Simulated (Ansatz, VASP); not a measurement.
MgO in VASP and in Ansatz

Contents of INCAR:

```
ALGO = Normal
EDIFF = 1E-6
ENCUT = 520
GGA = PS
ISIF = 2
ISMEAR = 0
LASPH = T
LCHARG = F
LREAL = F
LWAVE = F
NBANDS = 16
NELM = 60
PREC = Accurate
SIGMA = 0.05
```

Contents of KPOINTS:

```
k-points
0
Gamma
  9 9 6
```

The input POSCAR:

```
MgO
1.0
    3.1300000000      0.0000000000      0.0000000000
   -1.5650000000      2.7106595138      0.0000000000
    0.0000000000      0.0000000000      5.1198000000
Mg O
2 2
Direct
    0.3333333333      0.6666666667      0.0036583380
    0.6666666667      0.3333333333      0.5036583380
    0.3333333333      0.6666666667      0.4009416620
    0.6666666667      0.3333333333      0.9009416620
```

Input for Ansatz:

```yaml
crystal:
  lattice:
    - [3.13, 0.0, 0.0]
    - [-1.565, 2.7106595138, 0.0]
    - [0.0, 0.0, 5.1198]
  atoms:
    - { symbol: Mg, position: [0.3333333333, 0.6666666667, 0.003658338] }
    - { symbol: Mg, position: [0.6666666667, 0.3333333333, 0.503658338] }
    - { symbol: O, position: [0.3333333333, 0.6666666667, 0.400941662] }
    - { symbol: O, position: [0.6666666667, 0.3333333333, 0.900941662] }
basis:
  ecutwfc: 520.0
kpoints:
  mp_grid: { grid: [9, 9, 6] }
hamiltonian:
  xc: pbesol
  pseudopotentials: { kind: paw, azcp: { folder: soft_1 } }
scf:
  occupations: { method: gaussian, width: 0.05 }
output:
  forces: true
  stress: true
  eigenvalues: true
```

Alike in both runs: task single point; functional PBEsol; k mesh 9 × 9 × 6; occupations gaussian, width 0.05 eV; no spin polarisation.

|  | VASP | Ansatz |
| --- | --- | --- |
| version | VASP 6.6.1 | Ansatz 0.2.0 |
| potentials or method | VASP PAW PBE potentials, release 64 (Mg, O), cutoff 520 eV | scalar-relativistic, plane waves, PAW |
| valence electrons in the cell | 16 | 32 |

```csv
,VASP,Ansatz,Ansatz less VASP
gap on the k mesh at the Fermi level (eV),3.99,3.99,-0.001
least direct gap on the mesh (eV),3.99,3.99,-0.001
pressure (GPa),14.9,14.9,-0.02
"traceless stress, the component that is largest in VASP (GPa)",-13.68,-13.40,+0.278
rms of the force components (eV/Å),0.471,0.460,-0.0112
```

VASP's potentials were made for PBE, not for PBEsol, and Ansatz warns of the same on its side. Atom by atom the forces differ by 0.011 eV/Å (rms over components). VASP's potentials hold 16 valence electrons a cell and Ansatz's 32, so a difference there can come from the potentials and not from the codes.
